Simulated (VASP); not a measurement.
KTaO3:

```
CELL_PARAMETERS angstrom
3.98830 0.00000 0.00000
0.00000 3.98830 0.00000
0.00000 0.00000 3.98830
ATOMIC_POSITIONS crystal
K 0.50000 0.50000 0.50000
Ta 0.00000 0.00000 0.00000
O 0.50000 0.00000 0.00000
O 0.00000 0.50000 0.00000
O 0.00000 0.00000 0.50000
```

```yaml
Program: VASP 6.6.1
Task: relaxation of cell and atoms
Functional: LDA
Potentials_or_basis: VASP PAW LDA potentials, release 64 (K_sv, Ta_pv, O)
Cutoff: 600 eV
k_mesh: 4 × 4 × 4
Occupations: gaussian, width 0.01 eV
Spin: no spin polarisation
```

At the start: pressure -4.6 GPa; volume 12.69 Å³/atom.

Task: How do energy, volume and symmetry change on relaxing?

Result: Over 3 steps the energy falls by 4.1 meV/atom and the volume is 12.41 Å³/atom (-2.2 %); space group Pm-3m (No. 221, to 0.05 Å).

The path:
```
step  energy change (eV)  largest force (eV/Å)  pressure (GPa)  volume (Å³)
   1              0.0000                0.0000           -4.58        63.44
   2              0.0209                0.0000            7.20        60.17
   3             -0.0203                0.0000           -0.04        62.06
```

Final structure:
```yaml
crystal:
  lattice:
    - [3.95922, 0.00000, 0.00000]
    - [0.00000, 3.95922, 0.00000]
    - [0.00000, 0.00000, 3.95922]
  atoms:
    - { symbol: K, position: [0.50000, 0.50000, 0.50000] }
    - { symbol: Ta, position: [0.00000, 0.00000, 0.00000] }
    - { symbol: O, position: [0.50000, 0.00000, 0.00000] }
    - { symbol: O, position: [0.00000, 0.50000, 0.00000] }
    - { symbol: O, position: [0.00000, 0.00000, 0.50000] }
```
